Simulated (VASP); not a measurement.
# Ca (Fm-3m) in VASP: a series of runs

Runs on Ca. Level: LDA. Tasks: single point, relaxation of cell and atoms.

All numbers are computed with VASP 6.6.1; they aren't measurements. Logs are shortened: lines on timing, memory, paths and dates and some standing lists are left out, and cuts for length are marked.

## Step 1: The cell of the first run

It takes space group Fm-3m (No. 225, cubic). The conventional cell has a = 5.209 Å, b = 5.209 Å, c = 5.209 Å, α = 90.00°, β = 90.00°, γ = 90.00°. Ca (site symmetry m-3m) has 12 Ca at 3.68 Å within 4.8 Å.

## Step 2: Single point, LDA

Contents of INCAR:

```
SYSTEM = Ca
PREC = Accurate
ENCUT = 520
EDIFF = 1E-6
ISMEAR = -1
SIGMA = 0.08
LREAL = .False.
LASPH = .True.
NELM = 60
ALGO = Normal
ISIF = 2
LWAVE = .False.
LCHARG = .True.
LELF = .True.
LVHAR = .True.
NBANDS = 11
```

Contents of KPOINTS:

```
regular mesh
0
Gamma
  13 13 13
  0 0 0
```

Contents of POSCAR:

```
Ca
1.0
    0.0000000000      2.6046555224      2.6046555224
    2.6046555224      0.0000000000      2.6046555224
    2.6046555224      2.6046555224      0.0000000000
Ca
1
Direct
    0.0000000000      0.0000000000      0.0000000000
```

Potentials or basis: VASP PAW LDA potentials, release 64 (Ca_sv).

On the command line:

```
cat potpaw_LDA.64/Ca_sv/POTCAR > POTCAR
mpirun -np 1 vasp_std > vasp.out
```

OUTCAR:

```text
SYSTEM = Ca
   PREC = Accurate
   ENCUT = 520
   EDIFF = 1E-6
   ISMEAR = -1
   LREAL = .False.
   LASPH = .True.
   NELM = 60
   ISIF = 2

 ion  position               nearest neighbor table
   1  0.000  0.000  0.000-

  LATTYP: Found a face centered cubic cell.
 ALAT       =     5.2093110448

  Lattice vectors:

 A1 = (   0.0000000000,   2.6046555224,   2.6046555224)
 A2 = (   2.6046555224,   0.0000000000,   2.6046555224)
 A3 = (   2.6046555224,   2.6046555224,   0.0000000000)

Analysis of symmetry for initial positions (statically):
=====================================================================
 Subroutine PRICEL returns:
 Original cell was already a primitive cell.

 Routine SETGRP: Setting up the symmetry group for a
 face centered cubic supercell.

 Subroutine GETGRP returns: Found 48 space group operations
 (whereof 48 operations were pure point group operations)
 out of a pool of 48 trial point group operations.

The static configuration has the point symmetry O_h .

Analysis of symmetry for dynamics (positions and initial velocities):
=====================================================================
 Subroutine PRICEL returns:
 Original cell was already a primitive cell.

 Routine SETGRP: Setting up the symmetry group for a
 face centered cubic supercell.

 Subroutine GETGRP returns: Found 48 space group operations
 (whereof 48 operations were pure point group operations)
 out of a pool of 48 trial point group operations.

The dynamic configuration has the point symmetry O_h .

 Subroutine INISYM returns: Found 48 space group operations
 (whereof 48 operations are pure point group operations),
 and found     1 'primitive' translations

----------------------------------------------------------------------------------------

                                     Primitive cell

  volume of cell :      35.3412

  direct lattice vectors                    reciprocal lattice vectors
     0.000000000  2.604655522  2.604655522    -0.191963964  0.191963964  0.191963964
     2.604655522  0.000000000  2.604655522     0.191963964 -0.191963964  0.191963964
     2.604655522  2.604655522  0.000000000     0.191963964  0.191963964 -0.191963964

  length of vectors
     3.683539165  3.683539165  3.683539165     0.332491340  0.332491340  0.332491340

  position of ions in fractional coordinates (direct lattice)
     0.000000000  0.000000000  0.000000000

  ion indices of the primitive-cell ions
   primitive index   ion index
                 1           1

----------------------------------------------------------------------------------------

 KPOINTS: regular mesh

Automatic generation of k-mesh.
 Grid dimensions read from file:
 generate k-points for:   13   13   13

 Generating k-lattice:

  Cartesian coordinates                     Fractional coordinates (reciprocal lattice)
    -0.014766459  0.014766459  0.014766459     0.076923077  0.000000000  0.000000000
     0.014766459 -0.014766459  0.014766459     0.000000000  0.076923077  0.000000000
     0.014766459  0.014766459 -0.014766459     0.000000000  0.000000000  0.076923077

  Length of vectors
     0.025576257  0.025576257  0.025576257

  Shift w.r.t. Gamma in fractional coordinates (k-lattice)
     0.000000000  0.000000000  0.000000000

 Subroutine IBZKPT returns following result:
 ===========================================

 Found     84 irreducible k-points:

 Following reciprocal coordinates:
            Coordinates               Weight
  0.000000  0.000000  0.000000      1.000000
  0.076923  0.000000  0.000000      8.000000
  0.153846  0.000000  0.000000      8.000000
  0.230769  0.000000  0.000000      8.000000
  0.307692  0.000000  0.000000      8.000000
  0.384615  0.000000  0.000000      8.000000
[... 16 lines left out ...]
  0.384615  0.153846  0.000000     24.000000
  0.461538  0.153846  0.000000     24.000000
 [... further k-points ...]
   k-points           NKPTS =     84   k-points in BZ     NKDIM =     84   number of bands    NBANDS=     11
   number of dos      NEDOS =    301   number of ions     NIONS =      1
   total plane-waves  NPLWV =  21952
   dimension x,y,z NGX =    28 NGY =   28 NGZ =   28
   dimension x,y,z NGXF=    56 NGYF=   56 NGZF=   56
   ions per type =               1
   NGX,Y,Z   is equivalent  to a cutoff of  12.64, 12.64, 12.64 a.u.
   NGXF,Y,Z  is equivalent  to a cutoff of  25.27, 25.27, 25.27 a.u.
 SYSTEM =  Ca
   PREC   = accura    normal or accurate (medium, high low for compatibility)
   ISTART =      0    job   : 0-new  1-cont  2-samecut
   ICHARG =      2    charge: 1-file 2-atom 10-const
   ISPIN  =      1    spin polarized calculation?
   LNONCOLLINEAR =      F non collinear calculations
   LSORBIT =      F    spin-orbit coupling
   LASPH  =      T    aspherical Exc in radial PAW
   ENCUT  =  520.0 eV  38.22 Ry    6.18 a.u.   6.85  6.85  6.85*2*pi/ulx,y,z
   NELM   =     60;   NELMIN=  2; NELMDL= -5     # of ELM steps
   EDIFF  = 0.1E-05   stopping-criterion for ELM
   LREAL  =      F    real-space projection
   EDIFFG = 0.1E-04   stopping-criterion for IOM
   NSW    =      0    number of steps for IOM
   IBRION =     -1    ionic relax: 0-MD 1-quasi-New 2-CG
   NFREE  =      0    steps in history (QN), initial steepest desc. (CG)
   ISIF   =      2    stress and relaxation
   ISYM   =      2    0-nonsym 1-usesym 2-fastsym
   POTIM  = 0.5000    time-step for ionic-motion
   TEBEG  =    0.0;   TEEND  =   0.0 temperature during run
   PSTRESS=    0.0 pullay stress
   NELECT =      10.0000    total number of electrons
   NUPDOWN=      -1.0000    fix difference up-down
   EMIN   =  10.00;   EMAX   =-10.00  energy-range for DOS
   EFERMI =   0.00;   METHOD = LEGACY
   ISMEAR =    -1;   SIGMA  =   0.08  broadening in eV -4-tet -1-fermi 0-gaus
   EFERMI_NEDOS =   21; number of points for ismear=-14 and -15
   IALGO  =     38    algorithm
   IMIX   =      4    mixing-type and parameters
     AMIX     =   0.40;   BMIX     =  1.00
     AMIX_MAG =   1.60;   BMIX_MAG =  1.00
  volume/ion in A,a.u.               =      35.34       238.49
  Fermi-wavevector in a.u.,A,eV,Ry     =   1.074768  2.031016 15.716433  1.155125
  Thomas-Fermi vector in A             =   2.210605
   LORBIT       =      0    0 simple, 1 ext, 2 COOP (PROOUT), +10 PAW based schemes
   GGA     = CA    functional components
   LHFCALC =     F    Hartree Fock is set to
   AEXX    =    0.0000 exact exchange contribution
   IVDW    =     0    specifies the selected vdW correction
   LEPSILON=     F    determine dielectric tensor
   LRPA    =     F    only Hartree local field effects (RPA)
 non-spin polarized calculation
  energy-cutoff  :      520.00
  volume of cell :       35.34
 maximum number of plane-waves:       966
   NGX = 13   NGY = 13   NGZ = 13

 number of electron      10.0000000 magnetization

 number of electron       9.9999997 magnetization

 Free energy of the ion-electron system (eV)
  ---------------------------------------------------
  ext. energy  EPLUGINS =         0.00000000
  ---------------------------------------------------
  free energy    TOTEN  =        -2.20519540 eV

  energy without entropy =       -2.18054618  energy(sigma->0) =       -2.19287079

 E-fermi :   2.5470     XC(G=0):  -8.5580

 val. band max:        2.5448779431   @ k =  -0.3077   0.4615   0.2308
 cond. band min:       2.5766421242   @ k =  -0.4615   0.1538   0.0000
 fundamental gap:      0.0317641812
 Fermi energy:         2.5470355157

 k-point     1 :       0.0000    0.0000    0.0000
  band No.  band energies     occupation
      1     -38.6353      2.00000
      2     -19.8055      2.00000
      3     -19.8055      2.00000
      4     -19.8055      2.00000
      5      -1.7939      2.00000
      6       4.9709      0.00000
      7       4.9709      0.00000
      8       4.9709      0.00000
      9       6.2869      0.00000
     10       6.2869      0.00000
     11      12.5241      0.00000

 k-point     2 :       0.0769    0.0000    0.0000
  band No.  band energies     occupation
      1     -38.6334      2.00000
      2     -19.8216      2.00000
      3     -19.8076      2.00000
      4     -19.8076      2.00000
      5      -1.6751      2.00000
      6       4.8441      0.00000
      7       5.0186      0.00000
      8       5.0186      0.00000
      9       6.2442      0.00000
     10       6.2442      0.00000
     11      12.7019      0.00000

 k-point     3 :       0.1538    0.0000    0.0000
  band No.  band energies     occupation
      1     -38.6282      2.00000
      2     -19.8657      2.00000
      3     -19.8133      2.00000
      4     -19.8133      2.00000
      5      -1.3280      2.00000
      6       4.5141      0.00000
      7       5.1209      0.00000
      8       5.1209      0.00000
      9       6.1762      0.00000
     10       6.1762      0.00000
     11      12.7025      0.00000

 k-point     4 :       0.2308    0.0000    0.0000
  band No.  band energies     occupation
      1     -38.6208      2.00000
      2     -19.9273      2.00000
      3     -19.8214      2.00000
      4     -19.8214      2.00000
      5      -0.7816      2.00000
      6       4.0792      0.00000
      7       5.1527      0.00000
      8       5.1527      0.00000
      9       6.2441      0.00000
     10       6.2441      0.00000
     11      11.4431      0.00000

 k-point     5 :       0.3077    0.0000    0.0000
  band No.  band energies     occupation
      1     -38.6129      2.00000
      2     -19.9918      2.00000
      3     -19.8300      2.00000
      4     -19.8300      2.00000
      5      -0.0879      2.00000
      6       3.6101      0.00000
      7       5.0553      0.00000
      8       5.0553      0.00000
      9       6.5201      0.00000
     10       6.5201      0.00000
     11      10.2700      0.00000
[... 211 lines left out ...]
 k-point    21 :       0.2308    0.1538    0.0000
  band No.  band energies     occupation
      1     -38.6203      2.00000
      2     -19.9038      2.00000
      3     -19.8368      2.00000
      4     -19.8348      2.00000
      5      -0.7750      2.00000
      6       4.0986      0.00000
      7       5.1734      0.00000
      8       5.3769      0.00000
      9       5.6275      0.00000
     10       6.5480      0.00000
     11      12.5800      0.00000

 k-point    22 :       0.3077    0.1538    0.0000
  band No.  band energies     occupation
      1     -38.6133      2.00000
      2     -19.9564      2.00000
      3     -19.8463      2.00000
      4     -19.8449      2.00000
      5      -0.1953      2.00000
      6       3.7618      0.00000
      7       4.8335      0.00000
      8       5.4040      0.00000
      9       5.9944      0.00000
     10       6.7380      0.00000
     11      11.2230      0.00000

 k-point    23 :       0.3846    0.1538    0.0000
  band No.  band energies     occupation
      1     -38.6065      2.00000
      2     -20.0067      2.00000
      3     -19.8579      2.00000
      4     -19.8531      2.00000
      5       0.5084      2.00000
      6       3.3829      0.00006
      7       4.5669      0.00000
      8       5.3203      0.00000
      9       6.4713      0.00000
     10       7.0015      0.00000
     11       9.9481      0.00000

 k-point    24 :       0.4615    0.1538    0.0000
  band No.  band energies     occupation
      1     -38.6014      2.00000
      2     -20.0430      2.00000
      3     -19.8711      2.00000
      4     -19.8555      2.00000
      5       1.2472      2.00000
      6       2.9511      0.01273
      7       4.4298      0.00000
      8       5.2097      0.00000
      9       6.9734      0.00000
     10       7.1703      0.00000
     11       8.9580      0.00000

 [... further k-points ...]

------------------------ aborting loop because EDIFF is reached ----------------------------------------

  FORCE on cell =-STRESS in cart. coord.  units (eV):
  Direction    XX          YY          ZZ          XY          YZ          ZX
  --------------------------------------------------------------------------------------
  -------------------------------------------------------------------------------------
  Total        0.3565178      0.3565178      0.3565178     -0.0000000     -0.0000000      0.0000000
  in kB       16.1625902     16.1625902     16.1625902     -0.0000000     -0.0000000      0.0000000
  external PRESSURE =      16.1625902 kB  Pullay stress =       0.0000000 kB

 VOLUME and BASIS-vectors are now :
 -----------------------------------------------------------------------------
  energy-cutoff  :      520.00
  volume of cell :       35.34
      direct lattice vectors                 reciprocal lattice vectors
     0.000000000  2.604655522  2.604655522    -0.191963964  0.191963964  0.191963964
     2.604655522  0.000000000  2.604655522     0.191963964 -0.191963964  0.191963964
     2.604655522  2.604655522  0.000000000     0.191963964  0.191963964 -0.191963964

 POSITION                                       TOTAL-FORCE (eV/Angst)
 -----------------------------------------------------------------------------------
      0.00000      0.00000      0.00000         0.000000      0.000000     -0.000000
 -----------------------------------------------------------------------------------
    total drift:                               -0.000000     -0.000000     -0.000000

  FREE ENERGIE OF THE ION-ELECTRON SYSTEM (eV)
  ---------------------------------------------------
  free  energy   TOTEN  =        -2.2051953974 eV

  energy  without entropy=       -2.1805461837  energy(sigma->0) =       -2.19287079
```

It took 9.8 s on 1 thread of Intel Xeon 6975P-C (Granite Rapids), shared host; peak memory 0.15 GiB.

Results:

* Free energy: -2.2052 eV
* Pressure: 1.6 GPa

Levels at points of the mesh, in eV from the Fermi level:
| k point | band 1 | band 2 | band 3 | band 4 | band 5 | band 6 | band 7 | band 8 | band 9 | band 10 |
| --- | --- | --- | --- | --- | --- | --- | --- | --- | --- | --- |
| (0.00, 0.00, 0.00) | -41.18 | -22.35 | -22.35 | -22.35 | -4.34 | 2.42 | 2.42 | 2.42 | 3.74 | 3.74 |

## Step 3: Single point, LDA

Contents of INCAR:

```
ALGO = Normal
EDIFF = 1E-6
ENCUT = 520
GGA = CA
ISIF = 2
ISMEAR = -1
LASPH = True
LCHARG = False
LREAL = False
LWAVE = False
NBANDS = 11
NELM = 60
PREC = Accurate
SIGMA = 0.08
```

Contents of KPOINTS:

```
k-points
0
Gamma
  13 13 13
```

POSCAR is that of step 2.

Potentials or basis: VASP PAW LDA potentials, release 64 (Ca_sv).

On the command line:

```
cat potpaw_LDA.64/Ca_sv/POTCAR > POTCAR
mpirun -np 1 vasp_std > vasp.out
```

It took 9.3 s on 1 thread of Intel Xeon 6975P-C (Granite Rapids), shared host; peak memory 0.15 GiB.

Results (log left out):

```
Free energy : -2.2052 eV
Pressure    : 1.6 GPa
```

Levels at points of the mesh, in eV from the Fermi level:
| k point | band 1 | band 2 | band 3 | band 4 | band 5 | band 6 | band 7 | band 8 | band 9 | band 10 |
| --- | --- | --- | --- | --- | --- | --- | --- | --- | --- | --- |
| (0.00, 0.00, 0.00) | -41.18 | -22.35 | -22.35 | -22.35 | -4.34 | 2.42 | 2.42 | 2.42 | 3.74 | 3.74 |

## Step 4: Relaxation of cell and atoms, LDA, target pressure 1.6 GPa, at which the enthalpy is minimised

Contents of INCAR:

```
SYSTEM = Ca
PREC = Accurate
ENCUT = 600
EDIFF = 1E-6
ISMEAR = -1
SIGMA = 0.08
LREAL = .False.
LASPH = .True.
NELM = 80
ALGO = Normal
ISIF = 3
LWAVE = .False.
LCHARG = .False.
IBRION = 2
NSW = 60
EDIFFG = -0.005
PSTRESS = 16.0
```

Contents of KPOINTS:

```
regular mesh
0
Gamma
  13 13 13
  0 0 0
```

Contents of POSCAR:

```
Ca
1.0
    0.0000000000      2.6038725822      2.6038725822
    2.6038725822      0.0000000000      2.6038725822
    2.6038725822      2.6038725822      0.0000000000
Ca
1
Direct
    0.0000000000      0.0000000000      0.0000000000
```

On the command line:

```
cat potpaw_LDA.64/Ca_sv/POTCAR > POTCAR
mpirun -np 1 vasp_std > vasp.out
```

Wall time 24 s (1 thread of Intel Xeon 6975P-C (Granite Rapids), shared host); peak memory 0.18 GiB.

It converged, with:

```
Free energy                                                : -2.2063 eV
Relaxed volume                                             : 35.44 Å³/atom
Relaxed cell                                               : a = 3.687 Å, b = 3.687 Å, c = 3.687 Å, α = 60.00°, β = 60.00°, γ = 60.00°
Space group after relaxing (to 0.1 Å)                      : Fm-3m (No. 225)
Energy change on relaxing (the run minimises the enthalpy) : -1.3 meV/atom
Ionic steps                                                : 3
Pressure after relaxing                                    : 1.6 GPa
```

Step by step:
```tsv
step	energy change (eV)	largest force (eV/Å)	pressure (GPa)	volume (Å³)
1	0.0000	0.0000	1.65	35.31
2	-0.0006	0.0000	1.63	35.37
3	-0.0013	0.0000	1.58	35.44
```

Final structure:
```yaml
crystal:
  lattice:
    - [0.00000, 2.60706, 2.60706]
    - [2.60706, 0.00000, 2.60706]
    - [2.60706, 2.60706, 0.00000]
  atoms:
    - { symbol: Ca, position: [0.00000, 0.00000, 0.00000] }
```

Levels at points of the mesh, in eV from the Fermi level:
| k point | band 1 | band 2 | band 3 | band 4 | band 5 | band 6 | band 7 | band 8 | band 9 |
| --- | --- | --- | --- | --- | --- | --- | --- | --- | --- |
| (0.00, 0.00, 0.00) | -41.19 | -22.36 | -22.36 | -22.36 | -4.34 | 2.42 | 2.42 | 2.42 | 3.73 |

Caveat: the cell is relaxed towards a set pressure, so the run minimises the enthalpy, not the energy.
